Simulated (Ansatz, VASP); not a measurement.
# BN in VASP and in Ansatz

```
CELL_PARAMETERS angstrom
0.00000 1.76798 1.76798
1.76798 0.00000 1.76798
1.76798 1.76798 0.00000
ATOMIC_POSITIONS crystal
B 0.00000 0.00000 0.00000
N 0.25000 0.25000 0.25000
```

Alike in both runs: task single point; functional r2SCAN; k mesh 10 × 10 × 10; no spin polarisation.

```csv
,VASP,Ansatz
version,VASP 6.6.1,Ansatz 0.2.0
potentials or method,"VASP PAW PBE potentials, release 64 (B, N)","plane waves, PAW"
plane-wave cutoff (eV),660,500
occupations,"gaussian, width 0.01 eV",fixed
valence electrons in the cell,8,8
```

|  | VASP | Ansatz | Ansatz less VASP |
| --- | --- | --- | --- |
| gap on the k mesh at the Fermi level (eV) | 5.05 | 5.08 | +0.026 |

VASP's potentials were made for PBE, not for r2SCAN.
